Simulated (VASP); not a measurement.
# Zr (P6_3/mmc) in VASP: further runs

Zr is run at these levels: PBE, PBE+D4; tasks: single point.

Everything below comes from runs of VASP 6.6.1. Logs are shortened: lines on timing, memory, paths and dates and some standing lists are left out, and cuts for length are marked.

## (1) The cell of the first run

Symmetry: P6_3/mmc, No. 194, hexagonal system. Conventional cell: a = 3.237 Å, b = 3.237 Å, c = 5.169 Å, α = 90.00°, β = 90.00°, γ = 120.00°. Within 4.2 Å of Zr (site symmetry -6m2) lie 12 Zr at 3.19 to 3.24 Å.

## (2) Single point, PBE

INCAR

```
PREC     = Accurate       # precision mode
ENCUT    = 520            # plane-wave cutoff, eV
EDIFF    = 1E-6           # SCF threshold, eV
ISMEAR   = 0              # smearing method
SIGMA    = 0.1            # smearing width, eV
LREAL    = F              # projectors in reciprocal space
LASPH    = T              # aspherical terms in the spheres
NELM     = 80             # most SCF steps
ALGO     = Normal         # electronic algorithm
ISIF     = 2              # what is computed and relaxed
LWAVE    = F              # write WAVECAR
LCHARG   = F              # write CHGCAR
GGA      = PE             # functional
NBANDS   = 19             # bands
```

KPOINTS

```
regular mesh
0
Gamma
  3 3 1
```

POSCAR

```
Zr
1.0
    3.2373564373      0.0000000000      0.0000000000
   -1.6186782186      2.8036329159      0.0000000000
    0.0000000000      0.0000000000      5.1692261456
Zr
2
Direct
    0.3333333333      0.6666666667      0.2500000000
    0.6666666667      0.3333333333      0.7500000000
```

Potentials or basis: VASP PAW PBE potentials, release 64 (Zr_sv).

The run is started by

```
$ cat potpaw_PBE.64/Zr_sv/POTCAR > POTCAR
$ mpirun -np 1 vasp_std > vasp.out
```

OUTCAR:

```text
PREC = Accurate
   ENCUT = 520
   EDIFF = 1E-6
   ISMEAR = 0
   LREAL = F
   LASPH = T
   NELM = 80
   ISIF = 2
   GGA = PE

 ion  position               nearest neighbor table
   1  0.333  0.667  0.250-   2 3.19   2 3.19   2 3.19   2 3.19   2 3.19   2 3.19
   2  0.667  0.333  0.750-   1 3.19   1 3.19   1 3.19   1 3.19   1 3.19   1 3.19

  LATTYP: Found a hexagonal cell.
 ALAT       =     3.2373564373
 C/A-ratio  =     1.5967429740

  Lattice vectors:

 A1 = (   3.2373564373,   0.0000000000,   0.0000000000)
 A2 = (  -1.6186782186,   2.8036329159,   0.0000000000)
 A3 = (   0.0000000000,   0.0000000000,   5.1692261456)

Analysis of symmetry for initial positions (statically):
=====================================================================
 Subroutine PRICEL returns:
 Original cell was already a primitive cell.

 Routine SETGRP: Setting up the symmetry group for a
 hexagonal supercell.

 Subroutine GETGRP returns: Found 24 space group operations
 (whereof 12 operations were pure point group operations)
 out of a pool of 24 trial point group operations.

The static configuration has the point symmetry D_3d.
 The point group associated with its full space group is D_6h.

Analysis of symmetry for dynamics (positions and initial velocities):
=====================================================================
 Subroutine PRICEL returns:
 Original cell was already a primitive cell.

 Routine SETGRP: Setting up the symmetry group for a
 hexagonal supercell.

 Subroutine GETGRP returns: Found 24 space group operations
 (whereof 12 operations were pure point group operations)
 out of a pool of 24 trial point group operations.

The dynamic configuration has the point symmetry D_3d.
 The point group associated with its full space group is D_6h.

 Subroutine INISYM returns: Found 24 space group operations
 (whereof 12 operations are pure point group operations),
 and found     1 'primitive' translations

----------------------------------------------------------------------------------------

                                     Primitive cell

  volume of cell :      46.9178

  direct lattice vectors                    reciprocal lattice vectors
     3.237356437  0.000000000  0.000000000     0.308894006  0.178340038  0.000000000
[... 58 lines left out ...]
   ISPIN  =      1    spin polarized calculation?
   LNONCOLLINEAR =      F non collinear calculations
   LSORBIT =      F    spin-orbit coupling
   LASPH  =      T    aspherical Exc in radial PAW
   ENCUT  =  520.0 eV  38.22 Ry    6.18 a.u.   6.02  6.02  9.61*2*pi/ulx,y,z
   NELM   =     80;   NELMIN=  2; NELMDL= -5     # of ELM steps
   EDIFF  = 0.1E-05   stopping-criterion for ELM
   LREAL  =      F    real-space projection
   EDIFFG = 0.1E-04   stopping-criterion for IOM
   NSW    =      0    number of steps for IOM
   IBRION =     -1    ionic relax: 0-MD 1-quasi-New 2-CG
   NFREE  =      0    steps in history (QN), initial steepest desc. (CG)
   ISIF   =      2    stress and relaxation
   ISYM   =      2    0-nonsym 1-usesym 2-fastsym
   POTIM  = 0.5000    time-step for ionic-motion
   TEBEG  =    0.0;   TEEND  =   0.0 temperature during run
   PSTRESS=    0.0 pullay stress
   NELECT =      24.0000    total number of electrons
   NUPDOWN=      -1.0000    fix difference up-down
   EMIN   =  10.00;   EMAX   =-10.00  energy-range for DOS
   EFERMI =   0.00;   METHOD = LEGACY
   ISMEAR =     0;   SIGMA  =   0.10  broadening in eV -4-tet -1-fermi 0-gaus
   EFERMI_NEDOS =   21; number of points for ismear=-14 and -15
   IALGO  =     38    algorithm
   IMIX   =      4    mixing-type and parameters
     AMIX     =   0.40;   BMIX     =  1.00
     AMIX_MAG =   1.60;   BMIX_MAG =  1.00
  volume/ion in A,a.u.               =      23.46       158.31
  Fermi-wavevector in a.u.,A,eV,Ry     =   1.309281  2.474182 23.323332  1.714217
  Thomas-Fermi vector in A             =   2.439890
   LORBIT       =      0    0 simple, 1 ext, 2 COOP (PROOUT), +10 PAW based schemes
   GGA     = PE    functional components
   LHFCALC =     F    Hartree Fock is set to
   AEXX    =    0.0000 exact exchange contribution
   IVDW    =     0    specifies the selected vdW correction
   LEPSILON=     F    determine dielectric tensor
   LRPA    =     F    only Hartree local field effects (RPA)
 non-spin polarized calculation
 Gauss-broadening in eV      SIGMA  =   0.10
  energy-cutoff  :      520.00
  volume of cell :       46.92
 maximum number of plane-waves:      1290
   NGX = 13   NGY = 13   NGZ = 19

 number of electron      24.0000001 magnetization

 Free energy of the ion-electron system (eV)
  ---------------------------------------------------
  ext. energy  EPLUGINS =         0.00000000
  ---------------------------------------------------
  free energy    TOTEN  =       -17.39173510 eV

  energy without entropy =      -17.36666001  energy(sigma->0) =      -17.37919755

 E-fermi :   9.1609     XC(G=0): -11.0557

 val. band max:        9.1608727024   @ k =   0.3333   0.3333   0.0000
 cond. band min:       9.1608727030   @ k =   0.3333   0.3333   0.0000
 fundamental gap:      0.0000000006
 Fermi energy:         9.1608727027

 k-point     1 :       0.0000    0.0000    0.0000
  band No.  band energies     occupation
      1     -39.9890      2.00000
      2     -39.8414      2.00000
      3     -18.4880      2.00000
      4     -17.6465      2.00000
      5     -17.6465      2.00000
      6     -17.5153      2.00000
[... 43 lines left out ...]
      6     -17.9009      2.00000
[... 11 lines left out ...]
     18      13.5297      0.00000
     19      15.2471      0.00000

------------------------ aborting loop because EDIFF is reached ----------------------------------------

  FORCE on cell =-STRESS in cart. coord.  units (eV):
  Direction    XX          YY          ZZ          XY          YZ          ZX
  --------------------------------------------------------------------------------------
  -------------------------------------------------------------------------------------
  Total        2.9895549      2.9895549     -5.9466480      0.0000000      0.0000000      0.0000000
  in kB      102.0892285    102.0892285   -203.0699259      0.0000000      0.0000000      0.0000000
  external PRESSURE =       0.3695103 kB  Pullay stress =       0.0000000 kB

 VOLUME and BASIS-vectors are now :
 -----------------------------------------------------------------------------
  energy-cutoff  :      520.00
  volume of cell :       46.92
      direct lattice vectors                 reciprocal lattice vectors
     3.237356437  0.000000000  0.000000000     0.308894006  0.178340038  0.000000000
    -1.618678219  2.803632916  0.000000000     0.000000000  0.356680075  0.000000000
     0.000000000  0.000000000  5.169226146     0.000000000  0.000000000  0.193452554

 POSITION                                       TOTAL-FORCE (eV/Angst)
 -----------------------------------------------------------------------------------
     -0.00000      1.86909      1.29231        -0.000000      0.000000      0.000000
      1.61868      0.93454      3.87692         0.000000     -0.000000      0.000000
 -----------------------------------------------------------------------------------
    total drift:                               -0.000000      0.000000     -0.000000

  FREE ENERGIE OF THE ION-ELECTRON SYSTEM (eV)
  ---------------------------------------------------
  free  energy   TOTEN  =       -17.3917350981 eV

  energy  without entropy=      -17.3666600055  energy(sigma->0) =      -17.37919755
```

stdout:

```text
POSCAR found type information on POSCAR Zr
 POSCAR found :  1 types and       2 ions
 scaLAPACK will be used
 LDA part: xc-table for (Slater+PW92), standard interpolation
 POSCAR, INCAR and KPOINTS ok, starting setup
 FFT: planning ... GRIDC
 FFT: planning ... GRID_SOFT
 FFT: planning ... GRID
 WAVECAR not read
 entering main loop
```

Run time: 2.9 s. Hardware: 1 thread of Intel Xeon 6975P-C (Granite Rapids), shared host; peak memory 0.14 GiB.

Results:

| Item | Value |
| --- | --- |
| Free energy | -17.3917 eV |
| Pressure | 0.0 GPa |
| Band gap on the k mesh | zero (band 12 reaches 9.76 eV, above the bottom of band 13 at 9.16 eV) |

Stress tensor (GPa, compression positive):
```
 10.21   0.00   0.00
  0.00  10.21   0.00
  0.00   0.00 -20.31
```

Caveat: the k points lie up to 1.22 Å⁻¹ apart.

## (3) Single point, PBE+D4

INCAR

```
PREC = Accurate
ENCUT = 520
EDIFF = 1E-6
ISMEAR = -1
SIGMA = 0.1
LREAL = F
LASPH = T
NELM = 80
ALGO = Normal
ISIF = 2
LWAVE = F
LCHARG = T
GGA = PE
IVDW = 13
LELF = T
LVHAR = T
NBANDS = 19
ISYM = 0
```

KPOINTS

```
Automatic mesh
0
Gamma
  3 3 2
  0.25 0.25 0.25
```

POSCAR

```
Zr
1.0
    3.2392314131      0.0000000000      0.0000000000
   -1.6196157065      2.8052566925      0.0000000000
    0.0000000000      0.0000000000      5.1722200000
Zr
2
Direct
    0.3333333333      0.6666666667      0.2500000000
    0.6666666667      0.3333333333      0.7500000000
```

Potentials or basis: VASP PAW PBE potentials, release 64 (Zr_sv).

The run is started by

```
$ cat potpaw_PBE.64/Zr_sv/POTCAR > POTCAR
$ mpirun -np 1 vasp_std > vasp.out
```

Run time: 26 s. Hardware: 1 thread of Intel Xeon 6975P-C (Granite Rapids), shared host; peak memory 0.2 GiB.

The run converged. Its results:

```
Free energy                : -17.4411 eV
Pressure                   : -1.1 GPa
Band gap on the k mesh     : zero (band 12 reaches 8.90 eV, above the bottom of band 13 at 8.70 eV)
Dispersion energy per atom : -0.203 eV
```

Levels at points of the mesh, in eV from the Fermi level:
| k point | band 10 | band 11 | band 12 | band 13 | band 14 | band 15 |
| --- | --- | --- | --- | --- | --- | --- |
| (0.08, 0.08, 0.12) | -2.42 | 0.00 | 0.10 | 1.15 | 1.28 | 1.37 |

Caveat: the k points lie up to 0.75 Å⁻¹ apart; pairwise dispersion overbinds metals, which lowers pressure and volume.
